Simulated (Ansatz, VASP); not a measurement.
## SiC: VASP beside Ansatz

```xyz
2
Lattice="0.0000 2.1790 2.1790 2.1790 0.0000 2.1790 2.1790 2.1790 0.0000" Properties=species:S:1:pos:R:3 pbc="T T T"
Si    0.0000    0.0000    0.0000
C     1.0895    1.0895    1.0895
```

Alike in both runs: task relaxation of the atoms; functional PBE; k mesh 17 × 17 × 17; occupations fermi-dirac, width 0.02 eV; no spin polarisation.

```csv
,VASP,Ansatz
version,VASP 6.6.1,Ansatz 0.2.0
potentials or method,"VASP PAW PBE potentials, release 64 (Si, C)","plane-wave PAW, scalar-relativistic"
plane-wave cutoff (eV),520,420
valence electrons in the cell,8,8
```

|  | VASP | Ansatz | Ansatz less VASP |
| --- | --- | --- | --- |
| gap on the k mesh at the Fermi level, each at its own relaxed structure (eV) | 1.40 | 1.40 | +0.003 |

Ansatz's warnings: stress scf threshold loose.

Noted on VASP's run: the relaxation stopped at its first step, so nothing moved.
